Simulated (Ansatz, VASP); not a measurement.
# Two plane-wave programs on TiN

```
Ti N
1.0
     0.00000    2.08630    2.08630
     2.08630    0.00000    2.08630
     2.08630    2.08630    0.00000
Ti N
1 1
Direct
  0.00000 0.00000 0.00000
  0.50000 0.50000 0.50000
```

Alike in both runs: functional LDA; k mesh 8 × 8 × 8; occupations gaussian, width 0.1 eV; no spin polarisation.

Ansatz relaxed the structure, and its values are those at the end. VASP's run is a single point on that final structure, the one shown.

```csv
,VASP,Ansatz
version,VASP 6.6.1,Ansatz 0.2.0
potentials or method,"VASP PAW LDA potentials, release 64 (Ti_sv, N), cutoff 520 eV","scalar-relativistic, plane waves, PAW"
valence electrons in the cell,17,17
```

```tsv
	VASP	Ansatz	Ansatz less VASP
gap on the k mesh at the Fermi level (eV)	none	none	-
pressure (GPa)	1.1	0.0	-1.03
```

Ansatz warns that its potentials were made for another functional, while VASP's fit it. LDA's correlation is that of Perdew and Zunger in VASP and of Perdew and Wang (1992) in Ansatz. A gap of «none» marks a metal or a gap that the smearing closes.
